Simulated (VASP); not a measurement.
**BP2: single point with PBE**

Crystal: BP2.

```
B P
1.0
    -1.85845    1.85845    3.56830
     1.85845   -1.85845    3.56830
     1.85845    1.85845   -3.56830
B P
1 2
Direct
  0.50000 0.50000 0.00000
  0.24650 0.24650 0.00000
  0.75350 0.75350 0.00000
```

The cell was built from a structure type or drawn by symmetry, and may not be a known phase.

| Property | Result |
| --- | --- |
| Program | VASP 6.6.1 |
| Task | single point |
| Functional | PBE |
| Potentials or basis | VASP PAW PBE potentials, release 64 (B, P) |
| Cutoff | 500 eV |
| k mesh | 7 × 7 × 7 |
| Occupations | gaussian, width 0.2 eV |
| Spin | no spin polarisation |

```yaml
Pressure: -0.1 GPa
Largest_force: 0.006 eV/Å
Band_gap_on_the_k_mesh: zero (an odd number of electrons rules out a gap without spin polarisation)
```

Forces on the atoms (eV/Å):
```
B    0.000  0.000  0.000
P    0.000  0.000  0.006
P    0.000  0.000 -0.006
```

Stress tensor (GPa, compression positive):
```
-0.31  0.00  0.00
 0.00 -0.31  0.00
 0.00  0.00  0.22
```

Levels at points of the mesh, in eV from the Fermi level:
```tsv
k point	band 2	band 3	band 4	band 5	band 6	band 7	band 8	band 9	band 10	band 11
(0.00, 0.00, 0.00)	-7.96	-4.05	-3.35	-3.17	-3.17	0.18	0.18	1.64	3.77	4.89
```

It took 39 s on 1 thread of Intel Xeon 8259CL, with other jobs on the host, peak memory 0.17 GiB.
